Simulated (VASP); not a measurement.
Si3F: single point with PBE

Si3F:

```xyz
4
Lattice="0.0000 2.8496 2.8496 2.8496 0.0000 2.8496 2.8496 2.8496 0.0000" Properties=species:S:1:pos:R:3 pbc="T T T"
Si    2.8496    2.8496    2.8496
Si    4.2745    4.2745    4.2745
Si    1.4248    1.4248    1.4248
F     0.0000    0.0000    0.0000
```

The cell was generated, and may not be a known phase.

```yaml
Program: VASP 6.6.1
Task: single point
Functional: PBE
Potentials_or_basis: VASP PAW PBE potentials, release 64 (Si, F)
Cutoff: 520 eV
k_mesh: 6 × 6 × 6
Occupations: gaussian, width 0.1 eV
Spin: no spin polarisation
```

```json
{
 "Pressure": "19.5 GPa",
 "Band gap on the k mesh": "zero (an odd number of electrons rules out a gap without spin polarisation)"
}
```

Levels at points of the mesh, in eV from the Fermi level:
```tsv
k point	band 6	band 7	band 8	band 9	band 10	band 11	band 12	band 13
(0.00, 0.00, 0.00)	-2.31	-2.31	-2.31	-1.75	-1.24	-1.24	-1.24	2.01
(0.50, 0.00, 0.00)	-4.71	-3.67	-3.67	-2.36	0.52	0.52	2.44	5.88
(0.50, 0.50, 0.00)	-6.31	-3.58	-2.57	-2.57	0.61	4.67	4.67	7.23
```

Run time: 7.3 s on 1 thread of Intel(R) Xeon(R) 6975P-C (Granite Rapids), with other jobs on the host, peak memory 0.15 GiB.

Caveat: the cell stands under pressure; an odd number of electrons without spin polarisation forces a metal; a magnetic or distorted state may lie lower.
